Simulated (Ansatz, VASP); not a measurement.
## Na2S in VASP and in Ansatz

```xyz
3
Lattice="0.0000 3.2506 3.2506 3.2506 0.0000 3.2506 3.2506 3.2506 0.0000" Properties=species:S:1:pos:R:3 pbc="T T T"
Na    1.6253    1.6253    1.6253
Na    4.8759    4.8759    4.8759
S     0.0000    0.0000    0.0000
```

Alike in both runs: functional PBEsol; k mesh 8 × 8 × 8; occupations gaussian, width 0.02 eV; no spin polarisation.

Ansatz relaxed the structure, and its values are those at the end. VASP's run is a single point on that final structure, the one shown.

|  | VASP | Ansatz |
| --- | --- | --- |
| version | VASP 6.6.1 | Ansatz 0.2.0 |
| potentials or method | VASP PAW PBE potentials, release 64 (Na_pv, S), cutoff 500 eV | scalar-relativistic, plane waves, PAW |
| valence electrons in the cell | 20 | 24 |

```tsv
	VASP	Ansatz	Ansatz less VASP
gap on the k mesh at the Fermi level (eV)	2.42	2.43	+0.004
least direct gap on the mesh (eV)	2.42	2.43	+0.004
pressure (GPa)	0.1	0.0	-0.05
```

VASP's potentials were made for PBE, not for PBEsol. VASP's potentials hold 20 valence electrons a cell and Ansatz's 24, so a difference there can come from the potentials and not from the codes.
